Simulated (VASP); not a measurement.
# AlRu (P4mm) in VASP: a series of runs

The runs below take AlRu through single point, with PBEsol.

Everything below comes from runs of VASP 6.6.1. Logs are shortened: lines on timing, memory, paths and dates and some standing lists are left out, and cuts for length are marked.

### 1 The cell of the first run

Symmetry: P4mm, No. 99, tetragonal system. Conventional cell: a = 2.976 Å, b = 2.976 Å, c = 2.976 Å, α = 90.00°, β = 90.00°, γ = 90.00°. Al (site symmetry 4mm) has 8 Ru at 2.56 to 2.60 Å and 6 Al at 2.98 Å within 3.4 Å. Ru (site symmetry 4mm) has 8 Al at 2.56 to 2.60 Å and 6 Ru at 2.98 Å within 3.4 Å.

### 2 Single point, PBEsol (all Ru atoms moved +0.037 Å, as atom 2 along Cartesian [0 0 1])

INCAR

```
PREC = Accurate
ENCUT = 520
EDIFF = 1E-6
ISMEAR = 0
SIGMA = 0.15
LREAL = F
LASPH = T
NELM = 100
ALGO = Fast
ISIF = 2
LWAVE = F
LCHARG = F
GGA = PS
NBANDS = 16
```

KPOINTS

```
regular mesh
0
Gamma
  20 20 20
```

POSCAR

```
AlRu
1.0
    2.9764078228      0.0000000000      0.0000000000
    0.0000000000      2.9764078228      0.0000000000
    0.0000000000      0.0000000000      2.9764078228
Al Ru
1 1
Direct
    0.0000000000      0.0000000000      0.0000000000
    0.5000000000      0.5000000000      0.5125990799
```

Potentials or basis: VASP PAW PBE potentials, release 64 (Al, Ru_pv).

Command:

```sh
$ cat potpaw_PBE.64/Al/POTCAR potpaw_PBE.64/Ru_pv/POTCAR > POTCAR
$ mpirun -np 1 vasp_std > vasp.out
```

OUTCAR:

```text
PREC = Accurate
   ENCUT = 520
   EDIFF = 1E-6
   ISMEAR = 0
   LREAL = F
   LASPH = T
   NELM = 100
   ISIF = 2
   GGA = PS

 ion  position               nearest neighbor table
   1  0.000  0.000  0.000-   2 2.56   2 2.56   2 2.56   2 2.56   2 2.60   2 2.60   2 2.60   2 2.60

   2  0.500  0.500  0.513-   1 2.56   1 2.56   1 2.56   1 2.56   1 2.60   1 2.60   1 2.60   1 2.60

  LATTYP: Found a simple cubic cell.
 ALAT       =     2.9764078228

  Lattice vectors:

 A1 = (   2.9764078228,   0.0000000000,   0.0000000000)
 A2 = (   0.0000000000,   2.9764078228,   0.0000000000)
 A3 = (   0.0000000000,   0.0000000000,   2.9764078228)

Analysis of symmetry for initial positions (statically):
=====================================================================
 Subroutine PRICEL returns:
 Original cell was already a primitive cell.

 Routine SETGRP: Setting up the symmetry group for a
 simple cubic supercell.

 Subroutine GETGRP returns: Found  8 space group operations
 (whereof  8 operations were pure point group operations)
 out of a pool of 48 trial point group operations.

The static configuration has the point symmetry C_4v.

Analysis of symmetry for dynamics (positions and initial velocities):
=====================================================================
 Subroutine PRICEL returns:
 Original cell was already a primitive cell.

 Routine SETGRP: Setting up the symmetry group for a
 simple cubic supercell.

 Subroutine GETGRP returns: Found  8 space group operations
 (whereof  8 operations were pure point group operations)
 out of a pool of 48 trial point group operations.

The dynamic configuration has the point symmetry C_4v.

 Subroutine INISYM returns: Found  8 space group operations
 (whereof  8 operations are pure point group operations),
 and found     1 'primitive' translations

----------------------------------------------------------------------------------------

                                     Primitive cell

  volume of cell :      26.3680

  direct lattice vectors                    reciprocal lattice vectors
     2.976407823  0.000000000  0.000000000     0.335975464  0.000000000  0.000000000
     0.000000000  2.976407823  0.000000000     0.000000000  0.335975464  0.000000000
     0.000000000  0.000000000  2.976407823     0.000000000  0.000000000  0.335975464

  length of vectors
     2.976407823  2.976407823  2.976407823     0.335975464  0.335975464  0.335975464

  position of ions in fractional coordinates (direct lattice)
     0.000000000  0.000000000  0.000000000
     0.500000000  0.500000000  0.512599080

  ion indices of the primitive-cell ions
   primitive index   ion index
                 1           1
                 2           2

----------------------------------------------------------------------------------------

 KPOINTS: regular mesh

Automatic generation of k-mesh.
 Grid dimensions read from file:
 generate k-points for:   20   20   20

 Generating k-lattice:

  Cartesian coordinates                     Fractional coordinates (reciprocal lattice)
     0.016798773  0.000000000  0.000000000     0.050000000  0.000000000  0.000000000
     0.000000000  0.016798773  0.000000000     0.000000000  0.050000000  0.000000000
     0.000000000  0.000000000  0.016798773     0.000000000  0.000000000  0.050000000

  Length of vectors
     0.016798773  0.016798773  0.016798773

  Shift w.r.t. Gamma in fractional coordinates (k-lattice)
     0.000000000  0.000000000  0.000000000

 Subroutine IBZKPT returns following result:
 ===========================================

 Found    726 irreducible k-points:

 Following reciprocal coordinates:
            Coordinates               Weight
  0.000000  0.000000  0.000000      1.000000
  0.050000  0.000000  0.000000      4.000000
  0.000000  0.000000  0.050000      2.000000
  0.100000  0.000000  0.000000      4.000000
  0.000000  0.000000  0.100000      2.000000
  0.150000  0.000000  0.000000      4.000000
[... 16 lines left out ...]
  0.000000  0.050000  0.050000      8.000000
  0.100000  0.050000  0.000000      8.000000
 [... further k-points ...]
   k-points           NKPTS =    726   k-points in BZ     NKDIM =    726   number of bands    NBANDS=     16
   number of dos      NEDOS =    301   number of ions     NIONS =      2
   total plane-waves  NPLWV =  13824
   dimension x,y,z NGX =    24 NGY =   24 NGZ =   24
   dimension x,y,z NGXF=    48 NGYF=   48 NGZF=   48
   ions per type =               1   1
   NGX,Y,Z   is equivalent  to a cutoff of  13.41, 13.41, 13.41 a.u.
   NGXF,Y,Z  is equivalent  to a cutoff of  26.81, 26.81, 26.81 a.u.
 SYSTEM =  unknown system
   PREC   = accura    normal or accurate (medium, high low for compatibility)
   ISTART =      0    job   : 0-new  1-cont  2-samecut
   ICHARG =      2    charge: 1-file 2-atom 10-const
   ISPIN  =      1    spin polarized calculation?
   LNONCOLLINEAR =      F non collinear calculations
   LSORBIT =      F    spin-orbit coupling
   LASPH  =      T    aspherical Exc in radial PAW
   ENCUT  =  520.0 eV  38.22 Ry    6.18 a.u.   5.53  5.53  5.53*2*pi/ulx,y,z
   NELM   =    100;   NELMIN=  2; NELMDL= -5     # of ELM steps
   EDIFF  = 0.1E-05   stopping-criterion for ELM
   LREAL  =      F    real-space projection
   EDIFFG = 0.1E-04   stopping-criterion for IOM
   NSW    =      0    number of steps for IOM
   IBRION =     -1    ionic relax: 0-MD 1-quasi-New 2-CG
   NFREE  =      0    steps in history (QN), initial steepest desc. (CG)
   ISIF   =      2    stress and relaxation
   ISYM   =      2    0-nonsym 1-usesym 2-fastsym
   POTIM  = 0.5000    time-step for ionic-motion
   TEBEG  =    0.0;   TEEND  =   0.0 temperature during run
   PSTRESS=    0.0 pullay stress
   NELECT =      17.0000    total number of electrons
   NUPDOWN=      -1.0000    fix difference up-down
   EMIN   =  10.00;   EMAX   =-10.00  energy-range for DOS
   EFERMI =   0.00;   METHOD = LEGACY
   ISMEAR =     0;   SIGMA  =   0.15  broadening in eV -4-tet -1-fermi 0-gaus
   EFERMI_NEDOS =   21; number of points for ismear=-14 and -15
   IALGO  =     68    algorithm
   IMIX   =      4    mixing-type and parameters
     AMIX     =   0.40;   BMIX     =  1.00
     AMIX_MAG =   1.60;   BMIX_MAG =  1.00
  volume/ion in A,a.u.               =      13.18        88.97
  Fermi-wavevector in a.u.,A,eV,Ry     =   1.414269  2.672581 27.213787  2.000157
  Thomas-Fermi vector in A             =   2.535829
   LORBIT       =      0    0 simple, 1 ext, 2 COOP (PROOUT), +10 PAW based schemes
   GGA     = PS    functional components
   LHFCALC =     F    Hartree Fock is set to
   AEXX    =    0.0000 exact exchange contribution
   IVDW    =     0    specifies the selected vdW correction
   LEPSILON=     F    determine dielectric tensor
   LRPA    =     F    only Hartree local field effects (RPA)
 non-spin polarized calculation
 RMM-DIIS sequential band-by-band and
 Gauss-broadening in eV      SIGMA  =   0.15
  energy-cutoff  :      520.00
  volume of cell :       26.37
 maximum number of plane-waves:       739
 NGX is ok and might be reduce to    24
   NGX = 11   NGY = 11   NGZ = 11

 number of electron      16.9999998 magnetization

 Free energy of the ion-electron system (eV)
  ---------------------------------------------------
  ext. energy  EPLUGINS =         0.00000000
  ---------------------------------------------------
  free energy    TOTEN  =       -15.52206751 eV

  energy without entropy =      -15.50396739  energy(sigma->0) =      -15.51301745

 E-fermi :  10.8093     XC(G=0): -12.7658

 val. band max:       10.8068205124   @ k =   0.2000   0.2000   0.5000
 cond. band min:      10.8118140541   @ k =   0.3500   0.4500   0.4500
 fundamental gap:      0.0049935417
 Fermi energy:        10.8093313329

 k-point     1 :       0.0000    0.0000    0.0000
  band No.  band energies     occupation
      1     -30.9050      2.00000
      2     -30.9050      2.00000
      3     -30.9047      2.00000
      4       1.0404      2.00000
      5       7.1357      2.00000
      6       7.1369      2.00000
[... 8 lines left out ...]
     15      22.8074      0.00000
     16      26.1727      0.00000

 k-point     2 :       0.0500    0.0000    0.0000
  band No.  band energies     occupation
      1     -30.9105      2.00000
      2     -30.9045      2.00000
      3     -30.9043      2.00000
      4       1.0893      2.00000
      5       7.1536      2.00000
      6       7.1548      2.00000
[... 8 lines left out ...]
     15      22.8077      0.00000
     16      26.3219      0.00000

 k-point     3 :       0.0000    0.0000    0.0500
  band No.  band energies     occupation
      1     -30.9103      2.00000
      2     -30.9045      2.00000
      3     -30.9045      2.00000
      4       1.0893      2.00000
      5       7.1530      2.00000
      6       7.1553      2.00000
[... 8 lines left out ...]
     15      22.8077      0.00000
     16      26.3213      0.00000

 k-point     4 :       0.1000    0.0000    0.0000
  band No.  band energies     occupation
      1     -30.9266      2.00000
      2     -30.9032      2.00000
      3     -30.9029      2.00000
      4       1.2349      2.00000
      5       7.2031      2.00000
      6       7.2050      2.00000
[... 8 lines left out ...]
     15      22.8097      0.00000
     16      26.7860      0.00000

 k-point     5 :       0.0000    0.0000    0.1000
  band No.  band energies     occupation
      1     -30.9263      2.00000
      2     -30.9032      2.00000
      3     -30.9032      2.00000
      4       1.2349      2.00000
      5       7.2039      2.00000
      6       7.2041      2.00000
[... 8 lines left out ...]
     15      22.8097      0.00000
     16      26.7842      0.00000

 k-point     6 :       0.1500    0.0000    0.0000
  band No.  band energies     occupation
      1     -30.9516      2.00000
      2     -30.9011      2.00000
      3     -30.9008      2.00000
      4       1.4739      2.00000
      5       7.2620      2.00000
      6       7.2860      2.00000
[... 8 lines left out ...]
     15      23.0605      0.00000
     16      27.5815      0.00000

 k-point     7 :       0.0000    0.0000    0.1500
  band No.  band energies     occupation
      1     -30.9513      2.00000
      2     -30.9011      2.00000
      3     -30.9011      2.00000
      4       1.4737      2.00000
      5       7.2626      2.00000
      6       7.2851      2.00000
[... 8 lines left out ...]
     15      23.0651      0.00000
     16      27.5791      0.00000

 k-point     8 :       0.2000    0.0000    0.0000
  band No.  band energies     occupation
      1     -30.9829      2.00000
      2     -30.8984      2.00000
      3     -30.8981      2.00000
      4       1.8006      2.00000
      5       7.2949      2.00000
      6       7.3919      2.00000
[... 8 lines left out ...]
     15      23.4523      0.00000
     16      28.3430      0.00000

 k-point     9 :       0.0000    0.0000    0.2000
  band No.  band energies     occupation
      1     -30.9826      2.00000
      2     -30.8984      2.00000
      3     -30.8984      2.00000
      4       1.8003      2.00000
      5       7.2954      2.00000
      6       7.3909      2.00000
[... 8 lines left out ...]
     15      23.4593      0.00000
     16      28.3446      0.00000
[... 172 lines left out ...]
 k-point    19 :       0.0000    0.0000    0.4500
  band No.  band energies     occupation
      1     -31.1224      2.00000
      2     -30.8864      2.00000
      3     -30.8864      2.00000
      4       4.4171      2.00000
      5       5.7550      2.00000
      6       7.9295      2.00000
[... 8 lines left out ...]
     15      24.1063      0.00000
     16      24.2165      0.00000

 k-point    20 :       0.5000    0.0000    0.0000
  band No.  band energies     occupation
      1     -31.1281      2.00000
      2     -30.8859      2.00000
      3     -30.8857      2.00000
      4       4.8761      2.00000
      5       5.3129      2.00000
      6       7.9541      2.00000
[... 8 lines left out ...]
     15      23.7724      0.00000
     16      24.3055      0.00000

 k-point    21 :       0.0000    0.0000    0.5000
  band No.  band energies     occupation
      1     -31.1278      2.00000
      2     -30.8859      2.00000
      3     -30.8859      2.00000
      4       4.8696      2.00000
      5       5.3182      2.00000
      6       7.9529      2.00000
[... 8 lines left out ...]
     15      23.7733      0.00000
     16      24.2228      0.00000

 k-point    22 :       0.0500    0.0500    0.0000
  band No.  band energies     occupation
      1     -30.9103      2.00000
      2     -30.9098      2.00000
      3     -30.9038      2.00000
      4       1.1381      2.00000
      5       7.1718      2.00000
      6       7.1728      2.00000
[... 8 lines left out ...]
     15      22.8079      0.00000
     16      26.4648      0.00000

 k-point    23 :       0.0000    0.0500    0.0500
  band No.  band energies     occupation
      1     -30.9102      2.00000
      2     -30.9096      2.00000
      3     -30.9041      2.00000
      4       1.1380      2.00000
      5       7.1707      2.00000
      6       7.1738      2.00000
[... 8 lines left out ...]
     15      22.8079      0.00000
     16      26.4643      0.00000

 k-point    24 :       0.1000    0.0500    0.0000
  band No.  band energies     occupation
      1     -30.9261      2.00000
      2     -30.9087      2.00000
      3     -30.9025      2.00000
      4       1.2831      2.00000
      5       7.2207      2.00000
      6       7.2248      2.00000
[... 8 lines left out ...]
     15      22.8095      0.00000
     16      26.9082      0.00000

 [... further k-points ...]
[... 5 lines left out ...]
  --------------------------------------------------------------------------------------
  -------------------------------------------------------------------------------------
  Total        0.0147304      0.0147304     -0.0050333      0.0000000     -0.0000000     -0.0000000
  in kB        0.8950485      0.8950485     -0.3058315      0.0000000     -0.0000000     -0.0000000
  external PRESSURE =       0.4947552 kB  Pullay stress =       0.0000000 kB

 VOLUME and BASIS-vectors are now :
 -----------------------------------------------------------------------------
  energy-cutoff  :      520.00
  volume of cell :       26.37
      direct lattice vectors                 reciprocal lattice vectors
     2.976407823  0.000000000  0.000000000     0.335975464  0.000000000  0.000000000
     0.000000000  2.976407823  0.000000000     0.000000000  0.335975464  0.000000000
     0.000000000  0.000000000  2.976407823     0.000000000  0.000000000  0.335975464

 POSITION                                       TOTAL-FORCE (eV/Angst)
 -----------------------------------------------------------------------------------
      0.00000      0.00000      0.00000         0.000000     -0.000000      0.306213
      1.48820      1.48820      1.52570         0.000000      0.000000     -0.306213
 -----------------------------------------------------------------------------------
    total drift:                                0.000000     -0.000000      0.000384

  FREE ENERGIE OF THE ION-ELECTRON SYSTEM (eV)
  ---------------------------------------------------
  free  energy   TOTEN  =       -15.5220675141 eV

  energy  without entropy=      -15.5039673949  energy(sigma->0) =      -15.51301745
```

Wall time 2.4 min (1 thread of Intel Xeon Platinum 8488C (Sapphire Rapids), shared host); peak memory 0.39 GiB.

Results:

| Quantity | Value |
| --- | --- |
| Free energy | -15.5221 eV |
| Pressure | 0.0 GPa |
| Largest force | 0.306 eV/Å |

Forces on the atoms (eV/Å):
```
Al   0.000  0.000  0.306
Ru   0.000  0.000 -0.306
```

Caveat: the cell differs from its parent crystal (all Ru atoms moved +0.037 Å, as atom 2 along Cartesian [0 0 1]); the PAW data sets were made with another functional, which shifts forces and pressure a little.

(Part 1 of 2 ends here.)
